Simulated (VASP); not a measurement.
Set up this calculation in VASP 6.6.1, as the native input.

| Item | Value |
| --- | --- |
| Task | single point |
| Functional | PBE |
| Potentials or basis | VASP PAW PBE potentials, release 64 (W_sv, C) |
| Cutoff | 600 eV |
| k mesh | 6 × 6 × 7 |
| Occupations | gaussian, width 0.2 eV |
| Spin | no spin polarisation |
| Dipole correction | no |
| Further INCAR settings | ALGO = Normal; EDIFF = 1e-06; NBANDS = 16 |

The structure of WC lies in POSCAR:

```
WC
1.0
    2.8167044655      0.0000000000      0.0000000000
   -1.4083522328      2.4393376221      0.0000000000
    0.0000000000      0.0000000000      4.0804328875
W C
1 1
Direct
    0.0000000000      0.0000000000      0.8070027407
    0.0000000000      0.0000000000      0.3070163493
```

The input as run:

INCAR

```
PREC = Accurate
ENCUT = 600
EDIFF = 1E-6
ISMEAR = 0
SIGMA = 0.2
LREAL = False
LASPH = True
NELM = 120
ALGO = Normal
ISIF = 2
LWAVE = False
LCHARG = True
GGA = PE
LELF = True
LVHAR = True
NBANDS = 16
GGA_COMPAT = False
```

KPOINTS

```
regular mesh
0
Gamma
  6 6 7
```

Potentials or basis: VASP PAW PBE potentials, release 64 (W_sv, C).

The run is started by

```bash
$ cat potpaw_PBE.64/W_sv/POTCAR potpaw_PBE.64/C/POTCAR > POTCAR
$ mpirun -np 1 vasp_std > vasp.out
```

Results of the run:

| Property | Result |
| --- | --- |
| Pressure | 0.4 GPa |
| Band gap on the k mesh | zero (band 9 reaches 7.79 eV, above the bottom of band 10 at 5.97 eV) |

Caveat: the k points lie up to 0.43 Å⁻¹ apart; spin-orbit coupling is left out, which moves the levels of the heavy elements.

It took 7.2 s on 1 thread of Intel(R) Xeon(R) 6975P-C (Granite Rapids), on a shared host, peak memory 0.16 GiB.
